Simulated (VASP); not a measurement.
A run of VASP 6.6.1 is set up as follows.

The input INCAR:

```
SYSTEM = Mg
  PREC = Accurate
  ENCUT = 600
  EDIFF = 1E-7
  ISMEAR = -1
  SIGMA = 0.1
  LREAL = .False.
  LASPH = .True.
  NELM = 60
  ALGO = Normal
  ISIF = 4
  LWAVE = .False.
  LCHARG = .False.
  GGA = PE
  IBRION = 2
  NSW = 50
  EDIFFG = -0.005
```

File KPOINTS:

```
regular mesh
0
Gamma
  15 15 8
  0 0 0
```

The input POSCAR:

```
Mg
1.0
    2.5808068327      0.0000000000      0.0000000000
   -1.2904034164      2.2350442793      0.0000000000
    0.0000000000      0.0000000000      4.1376874257
Mg
2
Direct
    0.3333333333      0.6666666667      0.2500000000
    0.6666666667      0.3333333333      0.7500000000
```

Potentials or basis: VASP PAW PBE potentials, release 64 (Mg).

Command:

```sh
$ cat potpaw_PBE.64/Mg/POTCAR > POTCAR
$ mpirun -np 1 vasp_std > vasp.out
```

Problem. Estimate the band gap on the k mesh.

Solution. Zero (bands 2 and 3 overlap by 2.27 eV).

Step by step:
```tsv
step	energy change (eV)	largest force (eV/Å)	pressure (GPa)	volume (Å³)
1	0.0000	0.0000	85.11	23.87
2	-0.0006	0.0000	85.09	23.87
3	-0.0006	0.0000	85.09	23.87
```
